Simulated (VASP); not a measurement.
Y: single point with PBE

The system is Y.

```xyz
1
Lattice="-1.7905 1.7905 2.7239 1.7905 -1.7905 2.7239 1.7905 1.7905 -2.7239" Properties=species:S:1:pos:R:3 pbc="T T T"
Y     0.0000    0.0000    0.0000
```

```json
{"Program": "VASP 6.6.1", "Task": "single point", "Functional": "PBE", "Potentials or basis": "VASP PAW PBE potentials, release 64 (Y_sv)", "Cutoff": "500 eV", "k mesh": "8 × 8 × 8", "Occupations": "gaussian, width 0.1 eV", "Spin": "no spin polarisation"}
```

```json
{"Pressure": "-2.7 GPa", "Band gap on the k mesh": "zero (an odd number of electrons rules out a gap without spin polarisation)"}
```

Stress tensor (GPa, compression positive):
```
-1.95  0.00  0.00
 0.00 -1.95  0.00
 0.00  0.00 -4.32
```

Levels at points of the mesh, in eV from the Fermi level:
| k point | band 2 | band 3 | band 4 | band 5 | band 6 | band 7 | band 8 | band 9 |
| --- | --- | --- | --- | --- | --- | --- | --- | --- |
| (0.00, 0.00, 0.00) | -22.59 | -22.59 | -22.59 | -4.62 | 1.37 | 1.94 | 1.94 | 3.12 |
| (0.50, 0.00, 0.00) | -23.04 | -22.67 | -22.62 | -1.86 | 0.47 | 1.28 | 1.90 | 4.73 |
| (0.50, 0.50, 0.00) | -23.01 | -22.80 | -22.73 | -1.53 | -0.75 | 2.11 | 4.78 | 4.93 |
| (0.50, 0.50, 0.50) | -22.99 | -22.71 | -22.71 | -1.66 | -0.63 | 1.29 | 4.94 | 5.23 |

Wall time 26 s on 1 thread of Intel Xeon 8259CL (shared host), peak memory 0.18 GiB.
